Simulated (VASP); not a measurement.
C: relaxation of cell and atoms with LDA

C:

```xyz
2
Lattice="0.0000 1.7834 1.7834 1.7834 0.0000 1.7834 1.7834 1.7834 0.0000" Properties=species:S:1:pos:R:3 pbc="T T T"
C     0.0000    0.0000    0.0000
C     0.8917    0.8917    0.8917
```

```
Program                : VASP 6.6.1
Task                   : relaxation of cell and atoms
Functional             : LDA
Potentials or basis    : VASP PAW LDA potentials, release 64 (C)
Cutoff                 : 600 eV
k mesh                 : 10 × 10 × 10
Occupations            : gaussian, width 0.1 eV
Spin                   : no spin polarisation
Dipole correction      : no
Further INCAR settings : ALGO = Normal; EDIFF = 1e-07; IBRION = 2; EDIFFG = -0.05; NSW = 100; ISIF = 3
```

```json
{
  "Relaxed volume": "5.52 Å³/atom",
  "Relaxed cell": "a = 2.499 Å, b = 2.499 Å, c = 2.499 Å, α = 60.00°, β = 60.00°, γ = 60.00°",
  "Space group after relaxing (to 0.05 Å)": "Fd-3m (No. 227)",
  "Energy gained by relaxing": "6.2 meV/atom",
  "Ionic steps": "3",
  "Pressure after relaxing": "-0.1 GPa",
  "Band gap on the k mesh": "4.20 eV, indirect (least direct gap 5.62 eV)"
}
```

Step by step:
| step | energy change (eV) | largest force (eV/Å) | pressure (GPa) | volume (Å³) |
| --- | --- | --- | --- | --- |
| 1 | 0.0000 | 0.0000 | -12.37 | 11.34 |
| 2 | 0.0089 | 0.0000 | 17.94 | 10.64 |
| 3 | -0.0123 | 0.0000 | -0.11 | 11.03 |

Final structure:
```
C
1.0
     0.00000    1.76696    1.76696
     1.76696    0.00000    1.76696
     1.76696    1.76696    0.00000
C
2
Direct
  0.00000 0.00000 0.00000
  0.25000 0.25000 0.25000
```

Levels at points of the mesh, in eV from the valence-band top:
```tsv
k point	band 1	band 2	band 3	band 4	band 5	band 6	band 7	band 8
(0.00, 0.00, 0.00)	-21.69	0.00	0.00	0.00	5.62	5.62	5.62	14.19
(0.50, 0.00, 0.00)	-15.69	-13.67	-2.86	-2.86	8.50	8.50	9.39	15.66
(0.50, 0.50, 0.00)	-12.81	-12.81	-6.46	-6.46	4.77	4.77	17.05	17.05
```

Run time: 12 s on 1 thread of AMD EPYC 7R43 64-Core Processor (Zen 3), on a shared host, peak memory 0.07 GiB.

A k mesh can miss the band edges. LDA usually gives volumes a few per cent too small.
